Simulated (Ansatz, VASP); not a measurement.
ZnS: VASP beside Ansatz

File POSCAR:

```
ZnS
1.0
    3.8068506073      0.0000000000      0.0000000000
   -1.9034253037      3.2968293343      0.0000000000
    0.0000000000      0.0000000000      6.2475893693
Zn S
2 2
Direct
    0.3333333333      0.6666666667      0.0054009072
    0.6666666667      0.3333333333      0.5054009072
    0.3333333333      0.6666666667      0.3795990928
    0.6666666667      0.3333333333      0.8795990928
```

Contents of INCAR.step1:

```
SYSTEM = ZnS
  ALGO = Normal
  EDIFF = 1E-5
  ENCUT = 520
  GGA = PE
  ISIF = 2
  ISMEAR = 0
  LASPH = .True.
  LREAL = .False.
  LWAVE = .True.
  NBANDS = 26
  NELM = 100
  PREC = Accurate
  SIGMA = 0.05
```

INCAR.step2

```
SYSTEM = ZnS
  AEXX = 0.2
  AGGAC = 0.81
  AGGAX = 0.72
  ALDAC = 0.19
  ALGO = Normal
  EDIFF = 1E-6
  ENCUT = 520
  GGA = B3
  ISIF = 2
  ISMEAR = 0
  ISTART = 1
  LASPH = .True.
  LCHARG = .True.
  LELF = .True.
  LHFCALC = .True.
  LREAL = .False.
  LVHAR = .True.
  LWAVE = .False.
  NBANDS = 26
  NELM = 100
  PREC = Accurate
  PRECFOCK = Normal
  SIGMA = 0.05
```

File KPOINTS:

```
k-points
0
Gamma
  4 4 2
  0 0 0
```

Input for Ansatz:

```yaml
crystal:
  lattice:
    - [3.8068506073, 0.0, 0.0]
    - [-1.9034253037, 3.2968293343, 0.0]
    - [0.0, 0.0, 6.2475893693]
  atoms:
    - { symbol: Zn, position: [0.3333333333, 0.6666666667, 0.0054009072] }
    - { symbol: Zn, position: [0.6666666667, 0.3333333333, 0.5054009072] }
    - { symbol: S, position: [0.3333333333, 0.6666666667, 0.3795990928] }
    - { symbol: S, position: [0.6666666667, 0.3333333333, 0.8795990928] }
basis:
  ecutwfc: 420
  ecutrho_ratio: 4
kpoints:
  mp_grid: { grid: [4, 4, 2] }
hamiltonian:
  xc: b3lyp
scf:
  occupations: { method: gaussian, width: 0.05 }
  n_extra_bands: 11
output:
  forces: true
  stress: true
  eigenvalues: true
  populations: true
  dos: { projected: true, de: 0.02 }
```

Alike in both runs: task single point; functional B3LYP; k mesh 4 × 4 × 2; occupations gaussian, width 0.05 eV; no spin polarisation.

|  | VASP | Ansatz |
| --- | --- | --- |
| version | VASP 6.6.1 | Ansatz 0.2.0 |
| potentials or method | VASP PAW PBE potentials, release 64 (Zn, S), cutoff 520 eV | scalar-relativistic, plane waves, PAW |
| valence electrons in the cell | 36 | 36 |

|  | VASP | Ansatz | Ansatz less VASP |
| --- | --- | --- | --- |
| gap on the k mesh at the Fermi level (eV) | 3.79 | 3.73 | -0.053 |
| least direct gap on the mesh (eV) | 3.79 | 3.73 | -0.053 |
| pressure (GPa) | 4.4 | 4.6 | +0.20 |
| traceless stress, the component that is largest in VASP (GPa) | -0.19 | -0.20 | -0.011 |
| rms of the force components (eV/Å) | 0.008 | 0.008 | -0.0006 |

VASP's potentials were made for PBE, not for B3LYP. Atom by atom the forces differ by 0.001 eV/Å (rms over components). Ansatz's warnings: stress exchange threshold loose, stress scf threshold loose.

The k mesh is coarse, so the values compare programs but aren't converged.
